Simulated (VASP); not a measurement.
Wanted: the native input for a VASP 6.6.1 run.

```yaml
Task: relaxation of cell and atoms
Functional: r2SCAN
Potentials_or_basis: VASP PAW PBE potentials, release 64 (Mo_sv)
Cutoff: 600 eV
k_mesh: 7 × 7 × 4
Occupations: fermi-dirac, width 0.1 eV
Spin: no spin polarisation
Dipole_correction: no
Further_INCAR_settings: ALGO = Normal; EDIFF = 1e-06; IBRION = 2; EDIFFG = -0.01; NSW = 80; ISIF = 3
```

The system is Mo.

```
Mo
1.0
     2.80000    0.00000    0.00000
    -1.40000    2.42487    0.00000
     0.00000    0.00000    4.57240
Mo
2
Direct
  0.33333 0.66667 0.25000
  0.66667 0.33333 0.75000
```

One way to write it, as run:

POSCAR

```
Mo
1.0
    2.8000000000      0.0000000000      0.0000000000
   -1.4000000000      2.4248711306      0.0000000000
    0.0000000000      0.0000000000      4.5724000000
Mo
2
Direct
    0.3333333333      0.6666666667      0.2500000000
    0.6666666667      0.3333333333      0.7500000000
```

INCAR.step1

```
PREC = Accurate
ENCUT = 600
ISMEAR = -1
SIGMA = 0.1
LREAL = False
LASPH = True
NELM = 80
GGA = PE
ALGO = Normal
EDIFF = 1E-4
LWAVE = True
LCHARG = False
```

INCAR.step2

```
PREC = Accurate
ENCUT = 600
EDIFF = 1E-6
ISMEAR = -1
SIGMA = 0.1
LREAL = False
LASPH = True
NELM = 80
ALGO = Normal
ISIF = 3
LWAVE = False
LCHARG = False
METAGGA = R2SCAN
LMIXTAU = True
IBRION = 2
NSW = 80
EDIFFG = -0.01
ISTART = 1
```

KPOINTS

```
Automatic mesh
0
Gamma
  7 7 4
```

Potentials or basis: VASP PAW PBE potentials, release 64 (Mo_sv).

Command:

```bash
$ cat potpaw_PBE.64/Mo_sv/POTCAR > POTCAR
$ cp INCAR.step1 INCAR
$ mpirun -np 1 vasp_std > vasp.out
$ cp INCAR.step2 INCAR
$ mpirun -np 1 vasp_std > vasp.out
```

Results of the run:

```json
{
 "Relaxed volume": "16.10 Å³/atom",
 "Relaxed cell": "a = 2.742 Å, b = 2.742 Å, c = 4.945 Å, α = 90.00°, β = 90.00°, γ = 120.00°",
 "Space group after relaxing (to 0.05 Å)": "P6_3/mmc (No. 194)",
 "Energy gained by relaxing": "51.5 meV/atom",
 "Ionic steps": "12",
 "Pressure after relaxing": "0.0 GPa",
 "Band gap on the k mesh": "zero (band 14 reaches 13.26 eV, above the bottom of band 15 at 11.19 eV)"
}
```

Caveat: the k points lie up to 0.38 Å⁻¹ apart in the final cell; the PAW data sets were made with another functional, which shifts forces and pressure a little.

It took 4 min on 1 thread of Intel(R) Xeon(R) 6975P-C (Granite Rapids), on a shared host, peak memory 0.18 GiB.
